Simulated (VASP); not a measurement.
# Yb (Fd-3m) in VASP: a series of runs

Yb is run at these levels: RPBE; tasks: single point.

All numbers are computed with VASP 6.6.1; they aren't measurements. Logs are shortened: lines on timing, memory, paths and dates and some standing lists are left out, and cuts for length are marked.

## 1. The cell of the first run

The structure is cubic, space group Fd-3m (No. 227). The conventional cell has a = 9.090 Å, b = 9.090 Å, c = 9.090 Å, α = 90.00°, β = 90.00°, γ = 90.00°. Within 5.2 Å of Yb (site symmetry -43m) lie 4 Yb at 3.94 Å.

## 2. Single point, RPBE (volume scaled by 1.04)

Input file INCAR:

```
  ALGO = Normal
  EDIFF = 1E-6
  ENCUT = 520
  GGA = RP
  ISIF = 2
  ISMEAR = -1
  LASPH = True
  LCHARG = False
  LREAL = False
  LWAVE = False
  NBANDS = 31
  NELM = 60
  PREC = Accurate
  SIGMA = 0.1
```

Input file KPOINTS:

```
k-points
0
Gamma
  7 7 7
```

Input file POSCAR:

```
Yb
1.0
    0.0000000000      4.5452178820      4.5452178820
    4.5452178820      0.0000000000      4.5452178820
    4.5452178820      4.5452178820      0.0000000000
Yb
2
Direct
    0.1250000000      0.1250000000      0.1250000000
    0.8750000000      0.8750000000      0.8750000000
```

Potentials or basis: VASP PAW PBE potentials, release 64 (Yb).

Command:

```bash
$ cat potpaw_PBE.64/Yb/POTCAR > POTCAR
$ mpirun -np 1 vasp_std > vasp.out
```

OUTCAR:

```text
EDIFF = 1E-6
   ENCUT = 520
   GGA = RP
   ISIF = 2
   ISMEAR = -1
   LASPH = True
   LREAL = False
   NELM = 60
   PREC = Accurate

 ion  position               nearest neighbor table
   1  0.125  0.125  0.125-
   2  0.875  0.875  0.875-

  LATTYP: Found a face centered cubic cell.
 ALAT       =     9.0904357640

  Lattice vectors:

 A1 = (   0.0000000000,   4.5452178820,   4.5452178820)
 A2 = (   4.5452178820,   0.0000000000,   4.5452178820)
 A3 = (   4.5452178820,   4.5452178820,   0.0000000000)

Analysis of symmetry for initial positions (statically):
=====================================================================
 Subroutine PRICEL returns:
 Original cell was already a primitive cell.

 Routine SETGRP: Setting up the symmetry group for a
 face centered cubic supercell.

 Subroutine GETGRP returns: Found 48 space group operations
 (whereof 12 operations were pure point group operations)
 out of a pool of 48 trial point group operations.

The static configuration has the point symmetry D_3d.
 The point group associated with its full space group is O_h .

Analysis of symmetry for dynamics (positions and initial velocities):
=====================================================================
 Subroutine PRICEL returns:
 Original cell was already a primitive cell.

 Routine SETGRP: Setting up the symmetry group for a
 face centered cubic supercell.

 Subroutine GETGRP returns: Found 48 space group operations
 (whereof 12 operations were pure point group operations)
 out of a pool of 48 trial point group operations.

The dynamic configuration has the point symmetry D_3d.
 The point group associated with its full space group is O_h .

 Subroutine INISYM returns: Found 48 space group operations
 (whereof 12 operations are pure point group operations),
 and found     1 'primitive' translations

----------------------------------------------------------------------------------------

                                     Primitive cell

  volume of cell :     187.7994

  direct lattice vectors                    reciprocal lattice vectors
     0.000000000  4.545217882  4.545217882    -0.110005728  0.110005728  0.110005728
     4.545217882  0.000000000  4.545217882     0.110005728 -0.110005728  0.110005728
     4.545217882  4.545217882  0.000000000     0.110005728  0.110005728 -0.110005728

  length of vectors
     6.427908773  6.427908773  6.427908773     0.190535509  0.190535509  0.190535509

  position of ions in fractional coordinates (direct lattice)
     0.125000000  0.125000000  0.125000000
     0.875000000  0.875000000  0.875000000

  ion indices of the primitive-cell ions
   primitive index   ion index
                 1           1
                 2           2

----------------------------------------------------------------------------------------

 KPOINTS: k-points

Automatic generation of k-mesh.
 Grid dimensions read from file:
 generate k-points for:    7    7    7

 Generating k-lattice:

  Cartesian coordinates                     Fractional coordinates (reciprocal lattice)
    -0.015715104  0.015715104  0.015715104     0.142857143  0.000000000  0.000000000
     0.015715104 -0.015715104  0.015715104     0.000000000  0.142857143  0.000000000
     0.015715104  0.015715104 -0.015715104     0.000000000  0.000000000  0.142857143

  Length of vectors
     0.027219358  0.027219358  0.027219358

  Shift w.r.t. Gamma in fractional coordinates (k-lattice)
     0.000000000  0.000000000  0.000000000

 Subroutine IBZKPT returns following result:
 ===========================================

 Found     20 irreducible k-points:

 Following reciprocal coordinates:
            Coordinates               Weight
  0.000000  0.000000  0.000000      1.000000
  0.142857  0.000000  0.000000      8.000000
  0.285714  0.000000  0.000000      8.000000
  0.428571  0.000000  0.000000      8.000000
  0.142857  0.142857  0.000000      6.000000
  0.285714  0.142857  0.000000     24.000000
[... 12 lines left out ...]
 -0.428571  0.428571  0.142857     24.000000
 -0.285714  0.428571  0.142857     24.000000
   k-points           NKPTS =     20   k-points in BZ     NKDIM =     20   number of bands    NBANDS=     31
   number of dos      NEDOS =    301   number of ions     NIONS =      2
   total plane-waves  NPLWV = 110592
   dimension x,y,z NGX =    48 NGY =   48 NGZ =   48
   dimension x,y,z NGXF=    96 NGYF=   96 NGZF=   96
   ions per type =               2
   NGX,Y,Z   is equivalent  to a cutoff of  12.41, 12.41, 12.41 a.u.
   NGXF,Y,Z  is equivalent  to a cutoff of  24.83, 24.83, 24.83 a.u.
 SYSTEM =  unknown system
   PREC   = accura    normal or accurate (medium, high low for compatibility)
   ISTART =      0    job   : 0-new  1-cont  2-samecut
   ICHARG =      2    charge: 1-file 2-atom 10-const
   ISPIN  =      1    spin polarized calculation?
   LNONCOLLINEAR =      F non collinear calculations
   LSORBIT =      F    spin-orbit coupling
   LASPH  =      T    aspherical Exc in radial PAW
   ENCUT  =  520.0 eV  38.22 Ry    6.18 a.u.  11.95 11.95 11.95*2*pi/ulx,y,z
   NELM   =     60;   NELMIN=  2; NELMDL= -5     # of ELM steps
   EDIFF  = 0.1E-05   stopping-criterion for ELM
   LREAL  =      F    real-space projection
   EDIFFG = 0.1E-04   stopping-criterion for IOM
   NSW    =      0    number of steps for IOM
   IBRION =     -1    ionic relax: 0-MD 1-quasi-New 2-CG
   NFREE  =      0    steps in history (QN), initial steepest desc. (CG)
   ISIF   =      2    stress and relaxation
   ISYM   =      2    0-nonsym 1-usesym 2-fastsym
   POTIM  = 0.5000    time-step for ionic-motion
   TEBEG  =    0.0;   TEEND  =   0.0 temperature during run
   PSTRESS=    0.0 pullay stress
   NELECT =      48.0000    total number of electrons
   NUPDOWN=      -1.0000    fix difference up-down
   EMIN   =  10.00;   EMAX   =-10.00  energy-range for DOS
   EFERMI =   0.00;   METHOD = LEGACY
   ISMEAR =    -1;   SIGMA  =   0.10  broadening in eV -4-tet -1-fermi 0-gaus
   EFERMI_NEDOS =   21; number of points for ismear=-14 and -15
   IALGO  =     38    algorithm
   IMIX   =      4    mixing-type and parameters
     AMIX     =   0.40;   BMIX     =  1.00
     AMIX_MAG =   1.60;   BMIX_MAG =  1.00
  volume/ion in A,a.u.               =      93.90       633.67
  Fermi-wavevector in a.u.,A,eV,Ry     =   1.038940  1.963312 14.686083  1.079397
  Thomas-Fermi vector in A             =   2.173448
   LORBIT       =      0    0 simple, 1 ext, 2 COOP (PROOUT), +10 PAW based schemes
   GGA     = RP    functional components
   LHFCALC =     F    Hartree Fock is set to
   AEXX    =    0.0000 exact exchange contribution
   IVDW    =     0    specifies the selected vdW correction
   LEPSILON=     F    determine dielectric tensor
   LRPA    =     F    only Hartree local field effects (RPA)
 non-spin polarized calculation
  energy-cutoff  :      520.00
  volume of cell :      187.80
 maximum number of plane-waves:      5071
   NGX = 23   NGY = 23   NGZ = 23

 number of electron      47.9999983 magnetization

 Free energy of the ion-electron system (eV)
  ---------------------------------------------------
  ext. energy  EPLUGINS =         0.00000000
  ---------------------------------------------------
  free energy    TOTEN  =        -4.51450730 eV

  energy without entropy =       -4.36435488  energy(sigma->0) =       -4.43943109

 E-fermi :  -0.5706     XC(G=0):  -5.6738

 val. band max:       -0.5939734168   @ k =   0.2857   0.1429   0.0000
 cond. band min:      -0.5572528568   @ k =  -0.4286   0.2857   0.0000
 fundamental gap:      0.0367205599
 Fermi energy:        -0.5706062530

 k-point     1 :       0.0000    0.0000    0.0000
  band No.  band energies     occupation
      1     -53.0389      2.00000
      2     -53.0344      2.00000
      3     -25.4894      2.00000
      4     -25.4894      2.00000
      5     -25.4894      2.00000
      6     -25.4389      2.00000
[... 23 lines left out ...]
     30       1.0660      0.00000
     31       1.0660      0.00000

 k-point     2 :       0.1429    0.0000    0.0000
  band No.  band energies     occupation
      1     -53.0388      2.00000
      2     -53.0346      2.00000
      3     -25.4902      2.00000
      4     -25.4902      2.00000
      5     -25.4887      2.00000
      6     -25.4397      2.00000
[... 23 lines left out ...]
     30       1.0983      0.00000
     31       1.0983      0.00000

 k-point     3 :       0.2857    0.0000    0.0000
  band No.  band energies     occupation
      1     -53.0383      2.00000
      2     -53.0350      2.00000
      3     -25.4920      2.00000
      4     -25.4920      2.00000
      5     -25.4871      2.00000
      6     -25.4415      2.00000
[... 23 lines left out ...]
     30       1.2376      0.00000
     31       1.2376      0.00000

 k-point     4 :       0.4286    0.0000    0.0000
  band No.  band energies     occupation
      1     -53.0379      2.00000
      2     -53.0355      2.00000
      3     -25.4934      2.00000
      4     -25.4934      2.00000
      5     -25.4857      2.00000
      6     -25.4431      2.00000
[... 23 lines left out ...]
     30       1.4356      0.00000
     31       1.4356      0.00000

 k-point     5 :       0.1429    0.1429    0.0000
  band No.  band energies     occupation
      1     -53.0387      2.00000
      2     -53.0347      2.00000
      3     -25.4912      2.00000
      4     -25.4912      2.00000
      5     -25.4869      2.00000
      6     -25.4415      2.00000
[... 23 lines left out ...]
     30       1.0951      0.00000
     31       1.0951      0.00000
[... 406 lines left out ...]
     30       1.2082      0.00000
     31       1.4882      0.00000

 k-point    18 :      -0.4286    0.2857    0.1429
  band No.  band energies     occupation
      1     -53.0375      2.00000
      2     -53.0359      2.00000
      3     -25.4975      2.00000
      4     -25.4954      2.00000
      5     -25.4762      2.00000
      6     -25.4525      2.00000
[... 23 lines left out ...]
     30       1.3565      0.00000
     31       1.7998      0.00000

 k-point    19 :      -0.4286    0.4286    0.1429
  band No.  band energies     occupation
      1     -53.0371      2.00000
      2     -53.0362      2.00000
      3     -25.4979      2.00000
      4     -25.4972      2.00000
      5     -25.4701      2.00000
      6     -25.4587      2.00000
[... 23 lines left out ...]
     30       1.1836      0.00000
     31       1.8196      0.00000

 k-point    20 :      -0.2857    0.4286    0.1429
  band No.  band energies     occupation
      1     -53.0370      2.00000
      2     -53.0364      2.00000
      3     -25.4984      2.00000
      4     -25.4969      2.00000
      5     -25.4693      2.00000
      6     -25.4595      2.00000
[... 23 lines left out ...]
     30       1.2907      0.00000
     31       1.9399      0.00000

------------------------ aborting loop because EDIFF is reached ----------------------------------------

  FORCE on cell =-STRESS in cart. coord.  units (eV):
  Direction    XX          YY          ZZ          XY          YZ          ZX
  --------------------------------------------------------------------------------------
  -------------------------------------------------------------------------------------
  Total        0.0722760      0.0722760      0.0722760      0.0000000      0.0000000     -0.0000000
  in kB        0.6166101      0.6166101      0.6166101      0.0000000      0.0000000     -0.0000000
  external PRESSURE =       0.6166101 kB  Pullay stress =       0.0000000 kB

 VOLUME and BASIS-vectors are now :
 -----------------------------------------------------------------------------
  energy-cutoff  :      520.00
  volume of cell :      187.80
      direct lattice vectors                 reciprocal lattice vectors
     0.000000000  4.545217882  4.545217882    -0.110005728  0.110005728  0.110005728
     4.545217882  0.000000000  4.545217882     0.110005728 -0.110005728  0.110005728
     4.545217882  4.545217882  0.000000000     0.110005728  0.110005728 -0.110005728

 POSITION                                       TOTAL-FORCE (eV/Angst)
 -----------------------------------------------------------------------------------
      1.13630      1.13630      1.13630         0.000000     -0.000000     -0.000000
      7.95413      7.95413      7.95413        -0.000000      0.000000      0.000000
 -----------------------------------------------------------------------------------
    total drift:                                0.000000      0.000000      0.000000

  FREE ENERGIE OF THE ION-ELECTRON SYSTEM (eV)
  ---------------------------------------------------
  free  energy   TOTEN  =        -4.5145072995 eV

  energy  without entropy=       -4.3643548782  energy(sigma->0) =       -4.43943109
```

Run time: 3.6 min. Hardware: 1 thread of Intel Xeon Platinum 8559C (Emerald Rapids), shared host; peak memory 0.37 GiB.

What came out:

```
Free energy            : -4.5145 eV
Pressure               : 0.1 GPa
Band gap on the k mesh : zero (band 24 reaches 0.28 eV, above the bottom of band 25 at -0.61 eV)
```

Caveat: the PAW data sets were made with another functional, which shifts forces and pressure a little; spin-orbit coupling is left out, which moves the levels of the heavy elements. Spin polarisation is off, so any magnetic state and its effect on volume and gap are missing.

## 3. Single point, RPBE (volume scaled by 1.08)

Input file INCAR:

```
SYSTEM = Yb
ALGO     = Normal         ! electronic algorithm
EDIFF    = 1E-6           ! SCF threshold, eV
ENCUT    = 520            ! plane-wave cutoff, eV
GGA      = RP             ! functional
ISIF     = 2              ! what is computed and relaxed
ISMEAR   = -1             ! smearing method
LASPH    = .True.         ! aspherical terms in the spheres
LCHARG   = .False.        ! write CHGCAR
LREAL    = .False.        ! projectors in reciprocal space
LWAVE    = .False.        ! write WAVECAR
NBANDS   = 31             ! bands
NELM     = 60             ! most SCF steps
PREC     = Accurate       ! precision mode
SIGMA    = 0.1            ! smearing width, eV
```

Input file KPOINTS:

```
k-points
0
Gamma
  7 7 7
  0 0 0
```

Input file POSCAR:

```
Yb
1.0
    0.0000000000      4.6027583940      4.6027583940
    4.6027583940      0.0000000000      4.6027583940
    4.6027583940      4.6027583940      0.0000000000
Yb
2
Direct
    0.1250000000      0.1250000000      0.1250000000
    0.8750000000      0.8750000000      0.8750000000
```

Potentials or basis: VASP PAW PBE potentials, release 64 (Yb).

Command:

```bash
$ cat potpaw_PBE.64/Yb/POTCAR > POTCAR
$ mpirun -np 1 vasp_std > vasp.out
```

Wall time 6.1 min (1 thread of Intel Xeon Platinum 8559C (Emerald Rapids), shared host); peak memory 0.39 GiB.

Results (log left out):

* Free energy: -4.5069 eV
* Pressure: -0.6 GPa
* Band gap on the k mesh: zero (band 24 reaches 0.22 eV, above the bottom of band 25 at -0.63 eV)

Levels at points of the mesh, in eV from the Fermi level:
```csv
k point,band 20,band 21,band 22,band 23,band 24,band 25,band 26,band 27,band 28,band 29
"(0.00, 0.00, 0.00)",-0.55,-0.55,-0.55,-0.55,0.83,0.83,0.83,1.19,1.19,1.60
```

Caveat: the PAW data sets were made with another functional, which shifts forces and pressure a little; spin-orbit coupling is left out, which moves the levels of the heavy elements. Spin polarisation is off, so any magnetic state and its effect on volume and gap are missing.

## 4. Single point, RPBE (volume scaled by 1.12)

Input file INCAR:

```
SYSTEM = Yb
PREC     = Accurate       ! precision mode
ENCUT    = 520            ! plane-wave cutoff, eV
EDIFF    = 1E-7           ! SCF threshold, eV
ISMEAR   = -1             ! smearing method
SIGMA    = 0.1            ! smearing width, eV
LREAL    = .FALSE.        ! projectors in reciprocal space
LASPH    = .TRUE.         ! aspherical terms in the spheres
NELM     = 100            ! most SCF steps
ALGO     = Normal         ! electronic algorithm
ISIF     = 2              ! what is computed and relaxed
LWAVE    = .FALSE.        ! write WAVECAR
LCHARG   = .FALSE.        ! write CHGCAR
GGA      = RP             ! functional
NBANDS   = 31             ! bands
```

Input file KPOINTS:

```
regular mesh
0
G
  7 7 7
  0 0 0
```

Input file POSCAR:

```
Yb
1.0
    0.0000000000      4.6588951265      4.6588951265
    4.6588951265      0.0000000000      4.6588951265
    4.6588951265      4.6588951265      0.0000000000
Yb
2
Direct
    0.1250000000      0.1250000000      0.1250000000
    0.8750000000      0.8750000000      0.8750000000
```

Command:

```bash
$ cat potpaw_PBE.64/Yb/POTCAR > POTCAR
$ mpirun -np 1 vasp_std > vasp.out
```

Run time: 4.5 min. Hardware: 1 thread of Intel Xeon Platinum 8559C (Emerald Rapids), shared host; peak memory 0.39 GiB.

The run converged. Its results:

| Item | Value |
| --- | --- |
| Free energy | -4.4960 eV |
| Pressure | -0.5 GPa |
| Band gap on the k mesh | zero (band 24 reaches 0.17 eV, above the bottom of band 25 at -0.64 eV) |

Levels at points of the mesh, in eV from the Fermi level:
| k point | band 20 | band 21 | band 22 | band 23 | band 24 | band 25 | band 26 | band 27 | band 28 | band 29 |
| --- | --- | --- | --- | --- | --- | --- | --- | --- | --- | --- |
| (0.00, 0.00, 0.00) | -0.55 | -0.55 | -0.55 | -0.55 | 0.81 | 0.81 | 0.81 | 1.19 | 1.19 | 1.57 |

Caveat: the PAW data sets were made with another functional, which shifts forces and pressure a little; spin-orbit coupling is left out, which moves the levels of the heavy elements. Spin polarisation is off, so any magnetic state and its effect on volume and gap are missing.

## 5. Summary

| cell | gap on the mesh (eV) | pressure (GPa) |
| --- | --- | --- |
| a = 6.428 Å, angles 60.0°, 2 atoms | none | 0.1 |
| a = 6.509 Å, angles 60.0°, 2 atoms | none | -0.6 |
| a = 6.589 Å, angles 60.0°, 2 atoms | none | -0.5 |

Alike in all rows: task single point; level RPBE; potentials or basis VASP PAW PBE potentials, release 64 (Yb); no spin polarisation; k mesh 7 × 7 × 7; cutoff (eV) 520; smearing fermi-dirac 0.1 eV.

Caveats: the PAW data sets were made with another functional, which shifts forces and pressure a little; spin-orbit coupling is left out, which moves the levels of the heavy elements.

Absolute energies hang on the potentials; compare differences alone.
